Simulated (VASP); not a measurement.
# K (Pm-3m) in VASP: a series of runs

K is run at these levels: PBE; tasks: single point, relaxation of cell and atoms.

All numbers are computed with VASP 6.6.1; they aren't measurements. Logs are shortened: lines on timing, memory, paths and dates and some standing lists are left out, and cuts for length are marked.

### 1 The cell of the first run

It takes space group Pm-3m (No. 221, cubic). Conventional cell: a = 4.229 Å, b = 4.229 Å, c = 4.229 Å, α = 90.00°, β = 90.00°, γ = 90.00°. Within 5.5 Å of K (site symmetry m-3m) lie 6 K at 4.23 Å.

### 2 Single point, PBE (volume scaled by 0.95)

Contents of INCAR:

```
SYSTEM = K
PREC = Accurate
ENCUT = 520
EDIFF = 1E-6
ISMEAR = -1
SIGMA = 0.08
LREAL = .FALSE.
LASPH = .TRUE.
NELM = 60
ALGO = Normal
ISIF = 2
LWAVE = .FALSE.
LCHARG = .TRUE.
GGA = PE
LELF = .TRUE.
LVHAR = .TRUE.
NBANDS = 10
```

Contents of KPOINTS:

```
regular mesh
0
G
  10 10 10
  0 0 0
```

Contents of POSCAR:

```
K
1.0
    4.2294843695      0.0000000000      0.0000000000
    0.0000000000      4.2294843695      0.0000000000
    0.0000000000      0.0000000000      4.2294843695
K
1
Direct
    0.0000000000      0.0000000000      0.0000000000
```

Potentials or basis: VASP PAW PBE potentials, release 64 (K_sv).

On the command line:

```console
> cat potpaw_PBE.64/K_sv/POTCAR > POTCAR
> mpirun -np 1 vasp_std > vasp.out
```

OUTCAR:

```text
SYSTEM = K
   PREC = Accurate
   ENCUT = 520
   EDIFF = 1E-6
   ISMEAR = -1
   LREAL = .FALSE.
   LASPH = .TRUE.
   NELM = 60
   ISIF = 2
   GGA = PE

 ion  position               nearest neighbor table
   1  0.000  0.000  0.000-

  LATTYP: Found a simple cubic cell.
 ALAT       =     4.2294843695

  Lattice vectors:

 A1 = (   4.2294843695,   0.0000000000,   0.0000000000)
 A2 = (   0.0000000000,   4.2294843695,   0.0000000000)
 A3 = (   0.0000000000,   0.0000000000,   4.2294843695)

Analysis of symmetry for initial positions (statically):
=====================================================================
 Subroutine PRICEL returns:
 Original cell was already a primitive cell.

 Routine SETGRP: Setting up the symmetry group for a
 simple cubic supercell.

 Subroutine GETGRP returns: Found 48 space group operations
 (whereof 48 operations were pure point group operations)
 out of a pool of 48 trial point group operations.

The static configuration has the point symmetry O_h .

Analysis of symmetry for dynamics (positions and initial velocities):
=====================================================================
 Subroutine PRICEL returns:
 Original cell was already a primitive cell.

 Routine SETGRP: Setting up the symmetry group for a
 simple cubic supercell.

 Subroutine GETGRP returns: Found 48 space group operations
 (whereof 48 operations were pure point group operations)
 out of a pool of 48 trial point group operations.

The dynamic configuration has the point symmetry O_h .

 Subroutine INISYM returns: Found 48 space group operations
 (whereof 48 operations are pure point group operations),
 and found     1 'primitive' translations

----------------------------------------------------------------------------------------

                                     Primitive cell

  volume of cell :      75.6593

  direct lattice vectors                    reciprocal lattice vectors
     4.229484369  0.000000000  0.000000000     0.236435441  0.000000000  0.000000000
     0.000000000  4.229484369  0.000000000     0.000000000  0.236435441  0.000000000
     0.000000000  0.000000000  4.229484369     0.000000000  0.000000000  0.236435441

  length of vectors
     4.229484369  4.229484369  4.229484369     0.236435441  0.236435441  0.236435441

[... 78 lines left out ...]
   EDIFF  = 0.1E-05   stopping-criterion for ELM
   LREAL  =      F    real-space projection
   EDIFFG = 0.1E-04   stopping-criterion for IOM
   NSW    =      0    number of steps for IOM
   IBRION =     -1    ionic relax: 0-MD 1-quasi-New 2-CG
   NFREE  =      0    steps in history (QN), initial steepest desc. (CG)
   ISIF   =      2    stress and relaxation
   ISYM   =      2    0-nonsym 1-usesym 2-fastsym
   POTIM  = 0.5000    time-step for ionic-motion
   TEBEG  =    0.0;   TEEND  =   0.0 temperature during run
   PSTRESS=    0.0 pullay stress
   NELECT =       9.0000    total number of electrons
   NUPDOWN=      -1.0000    fix difference up-down
   EMIN   =  10.00;   EMAX   =-10.00  energy-range for DOS
   EFERMI =   0.00;   METHOD = LEGACY
   ISMEAR =    -1;   SIGMA  =   0.08  broadening in eV -4-tet -1-fermi 0-gaus
   EFERMI_NEDOS =   21; number of points for ismear=-14 and -15
   IALGO  =     38    algorithm
   IMIX   =      4    mixing-type and parameters
     AMIX     =   0.40;   BMIX     =  1.00
     AMIX_MAG =   1.60;   BMIX_MAG =  1.00
  volume/ion in A,a.u.               =      75.66       510.57
  Fermi-wavevector in a.u.,A,eV,Ry     =   0.805134  1.521483  8.819854  0.648241
  Thomas-Fermi vector in A             =   1.913322
   LORBIT       =      0    0 simple, 1 ext, 2 COOP (PROOUT), +10 PAW based schemes
   GGA     = PE    functional components
   LHFCALC =     F    Hartree Fock is set to
   AEXX    =    0.0000 exact exchange contribution
   IVDW    =     0    specifies the selected vdW correction
   LEPSILON=     F    determine dielectric tensor
   LRPA    =     F    only Hartree local field effects (RPA)
 non-spin polarized calculation
  energy-cutoff  :      520.00
  volume of cell :       75.66
 maximum number of plane-waves:      2052
 NGX is ok and might be reduce to    32
   NGX = 15   NGY = 15   NGZ = 15

 number of electron       8.9999997 magnetization

 Free energy of the ion-electron system (eV)
  ---------------------------------------------------
  ext. energy  EPLUGINS =         0.00000000
  ---------------------------------------------------
  free energy    TOTEN  =        -0.94976383 eV

  energy without entropy =       -0.93367224  energy(sigma->0) =       -0.94171803

 E-fermi :  -0.1286     XC(G=0):  -5.5747

 val. band max:       -0.1579769348   @ k =   0.4000   0.2000   0.2000
 cond. band min:      -0.0874947552   @ k =   0.4000   0.3000   0.0000
 fundamental gap:      0.0704821796
 Fermi energy:        -0.1286361142

 k-point     1 :       0.0000    0.0000    0.0000
  band No.  band energies     occupation
      1     -32.4744      2.00000
      2     -15.9100      2.00000
      3     -15.9100      2.00000
      4     -15.9100      2.00000
      5      -2.2763      2.00000
      6       2.7476      0.00000
      7       2.7476      0.00000
      8       6.1096      0.00000
      9       6.1108      0.00000
     10       6.1403      0.00000
[... 287 lines left out ...]
 k-point    24 :       0.3000    0.1000    0.1000
  band No.  band energies     occupation
      1     -32.4700      2.00000
      2     -15.9739      2.00000
      3     -15.9134      2.00000
      4     -15.9126      2.00000
      5      -1.2541      2.00000
      6       1.7326      0.00000
      7       3.0592      0.00000
      8       4.4850      0.00000
      9       4.6280      0.00000
     10       5.7442      0.00000

 [... further k-points ...]

------------------------ aborting loop because EDIFF is reached ----------------------------------------

  FORCE on cell =-STRESS in cart. coord.  units (eV):
  Direction    XX          YY          ZZ          XY          YZ          ZX
  --------------------------------------------------------------------------------------
  -------------------------------------------------------------------------------------
  Total        0.0627865      0.0627865      0.0627865      0.0000000      0.0000000      0.0000000
  in kB        1.3295798      1.3295798      1.3295798      0.0000000      0.0000000      0.0000000
  external PRESSURE =       1.3295798 kB  Pullay stress =       0.0000000 kB

 VOLUME and BASIS-vectors are now :
 -----------------------------------------------------------------------------
  energy-cutoff  :      520.00
  volume of cell :       75.66
      direct lattice vectors                 reciprocal lattice vectors
     4.229484369  0.000000000  0.000000000     0.236435441  0.000000000  0.000000000
     0.000000000  4.229484369  0.000000000     0.000000000  0.236435441  0.000000000
     0.000000000  0.000000000  4.229484369     0.000000000  0.000000000  0.236435441

 POSITION                                       TOTAL-FORCE (eV/Angst)
 -----------------------------------------------------------------------------------
      0.00000      0.00000      0.00000         0.000000      0.000000      0.000000
 -----------------------------------------------------------------------------------
    total drift:                               -0.000000      0.000000      0.000000

  FREE ENERGIE OF THE ION-ELECTRON SYSTEM (eV)
  ---------------------------------------------------
  free  energy   TOTEN  =        -0.9497638258 eV

  energy  without entropy=       -0.9336722354  energy(sigma->0) =       -0.94171803
```

OSZICAR:

```text
N       E                     dE             d eps       ncg     rms          rms(c)
DAV:   1     0.454729658832E+02    0.45473E+02   -0.36541E+03  1120   0.687E+02
DAV:   2     0.648087719043E+00   -0.44825E+02   -0.44343E+02  1204   0.191E+02
DAV:   3    -0.879419491730E+00   -0.15275E+01   -0.15238E+01  1694   0.280E+01
DAV:   4    -0.949829057435E+00   -0.70410E-01   -0.70203E-01  1558   0.488E+00
DAV:   5    -0.951404534356E+00   -0.15755E-02   -0.15746E-02  1754   0.564E-01    0.189E+00
DAV:   6    -0.950330693914E+00    0.10738E-02   -0.18826E-03  1678   0.278E-01    0.119E+00
DAV:   7    -0.949716078187E+00    0.61462E-03   -0.37842E-03  1562   0.370E-01    0.773E-02
DAV:   8    -0.949756773858E+00   -0.40696E-04   -0.28836E-04  1542   0.169E-01    0.269E-02
DAV:   9    -0.949766800584E+00   -0.10027E-04   -0.21540E-05  1668   0.378E-02    0.131E-02
DAV:  10    -0.949763961159E+00    0.28394E-05   -0.78144E-06  1534   0.234E-02    0.270E-03
DAV:  11    -0.949763825785E+00    0.13537E-06   -0.22128E-07   748   0.329E-03
   1 F= -.94976383E+00 E0= -.94171803E+00  d E =-.160916E-01
```

stdout:

```text
POSCAR found type information on POSCAR K
 POSCAR found :  1 types and       1 ions
 scaLAPACK will be used
 LDA part: xc-table for (Slater+PW92), standard interpolation
 POSCAR, INCAR and KPOINTS ok, starting setup
 FFT: planning ... GRIDC
 FFT: planning ... GRID_SOFT
 FFT: planning ... GRID
 WAVECAR not read
 entering main loop
```

Wall time 20 s (1 thread of Intel Xeon 6975P-C, shared host); peak memory 0.19 GiB.

Results:

```yaml
Free_energy: -0.9498 eV
Pressure: 0.1 GPa
```

Levels at points of the mesh, in eV from the Fermi level:
| k point | band 2 | band 3 | band 4 | band 5 | band 6 | band 7 |
| --- | --- | --- | --- | --- | --- | --- |
| (0.00, 0.00, 0.00) | -15.78 | -15.78 | -15.78 | -2.15 | 2.88 | 2.88 |
| (0.50, 0.00, 0.00) | -15.88 | -15.77 | -15.77 | -0.06 | 0.16 | 3.50 |
| (0.50, 0.50, 0.00) | -15.87 | -15.87 | -15.76 | 1.08 | 2.13 | 2.22 |
| (0.50, 0.50, 0.50) | -15.86 | -15.86 | -15.86 | 2.26 | 2.26 | 2.26 |

Caveat: the cell differs from its parent crystal (volume scaled by 0.95).

### 3 Single point, PBE

This run uses another cell than the first one, of 79.64 Å³/atom, 1.053 times its volume.

Contents of INCAR:

```
SYSTEM = K
PREC = Accurate
ENCUT = 520
EDIFF = 1E-7
ISMEAR = -1
SIGMA = 0.08
LREAL = .False.
LASPH = .True.
NELM = 80
ALGO = Normal
ISIF = 2
LWAVE = .False.
LCHARG = .False.
GGA = PE
NBANDS = 10
```

Contents of KPOINTS:

```
Automatic mesh
0
Gamma
  10 10 10
  0 0 0
```

Contents of POSCAR:

```
K
1.0
    4.3024208470      0.0000000000      0.0000000000
    0.0000000000      4.3024208470      0.0000000000
    0.0000000000      0.0000000000      4.3024208470
K
1
Direct
    0.0000000000      0.0000000000      0.0000000000
```

Potentials or basis: VASP PAW PBE potentials, release 64 (K_sv).

On the command line:

```console
> cat potpaw_PBE.64/K_sv/POTCAR > POTCAR
> mpirun -np 1 vasp_std > vasp.out
```

Run time: 18 s. Hardware: 1 thread of Intel Xeon 6975P-C, shared host; peak memory 0.19 GiB.

It converged, with:

```
Free energy : -0.9514 eV
Pressure    : 0.0 GPa
```

Levels at points of the mesh, in eV from the Fermi level:
| k point | band 1 | band 2 | band 3 | band 4 | band 5 | band 6 | band 7 | band 8 | band 9 |
| --- | --- | --- | --- | --- | --- | --- | --- | --- | --- |
| (0.00, 0.00, 0.00) | -32.36 | -15.80 | -15.80 | -15.80 | -2.08 | 2.87 | 2.87 | 6.13 | 6.13 |
| (0.50, 0.00, 0.00) | -32.36 | -15.89 | -15.80 | -15.80 | -0.07 | 0.16 | 3.47 | 4.63 | 4.63 |
| (0.50, 0.50, 0.00) | -32.35 | -15.88 | -15.88 | -15.79 | 1.12 | 2.05 | 2.13 | 2.13 | 5.06 |
| (0.50, 0.50, 0.50) | -32.35 | -15.87 | -15.87 | -15.87 | 2.27 | 2.27 | 2.27 | 4.24 | 4.27 |

(Part 1 of 2 ends here.)
